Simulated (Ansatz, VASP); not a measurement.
# Zn: VASP beside Ansatz

```xyz
1
Lattice="-1.5690 1.5690 1.5690 1.5690 -1.5690 1.5690 1.5690 1.5690 -1.5690" Properties=species:S:1:pos:R:3 pbc="T T T"
Zn    0.0000    0.0000    0.0000
```

Alike in both runs: task relaxation of cell and atoms; functional PBEsol; dispersion D4; k mesh 12 × 12 × 12; occupations fermi-dirac, width 0.05 eV; no spin polarisation.

```csv
,VASP,Ansatz
version,VASP 6.6.1,Ansatz 0.2.0
potentials or method,"VASP PAW PBE potentials, release 64 (Zn)",Ansatz PAW
plane-wave cutoff (eV),600,420
valence electrons in the cell,12,12
```

|  | VASP | Ansatz | Ansatz less VASP |
| --- | --- | --- | --- |
| gap on the k mesh at the Fermi level, each at its own relaxed structure (eV) | none | none | - |
| relaxed volume (Å³/atom) | 13.97 | 13.92 | -0.054 |
| relaxed cell length with the largest relative difference (Å) | 2.628 | 2.625 | -0.0034 |

VASP's potentials were made for PBE, not for PBEsol. A gap of «none» marks a metal or a gap that the smearing closes.

Noted on Ansatz's run: the plane-wave basis is chosen anew once the cell has moved, so the energies of steps on either side of that aren't comparable.
